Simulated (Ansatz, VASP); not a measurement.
**One calculation of TiAl5, two programs**

```
Ti Al
1.0
     2.88139    0.00000    0.00000
    -1.44069    2.49535    0.00000
     0.00000    0.00000   13.88925
Ti Al
1 5
Direct
  0.00000 0.00000 0.00000
  0.66667 0.33333 0.16519
  0.00000 0.00000 0.32944
  0.66667 0.33333 0.50000
  0.00000 0.00000 0.67056
  0.66667 0.33333 0.83481
```

Change from the starting cell: species swapped into the Li5Mg type (P-6m2, No. 187).

Alike in both runs: functional PBE; k mesh 6 × 6 × 1; occupations gaussian, width 0.1 eV; no spin polarisation.

Ansatz relaxed the structure, and its values are those at the end. VASP's run is a single point on that final structure, the one shown.

|  | VASP | Ansatz |
| --- | --- | --- |
| version | VASP 6.6.1 | Ansatz 0.2.0 |
| potentials or method | VASP PAW PBE potentials, release 64 (Ti_sv, Al), cutoff 520 eV | scalar-relativistic, plane waves, PAW |
| valence electrons in the cell | 27 | 27 |

```csv
,VASP,Ansatz,Ansatz less VASP
gap on the k mesh at the Fermi level (eV),none,none,-
pressure (GPa),-0.1,-0.1,+0.05
rms of the force components (eV/Å),0.004,0.004,-0.0001
```

A gap of «none» marks a metal or a gap that the smearing closes. The functional is the same, so the differences come from potentials, cutoffs and numerics.

The k mesh is coarse, so the values compare programs but aren't converged.
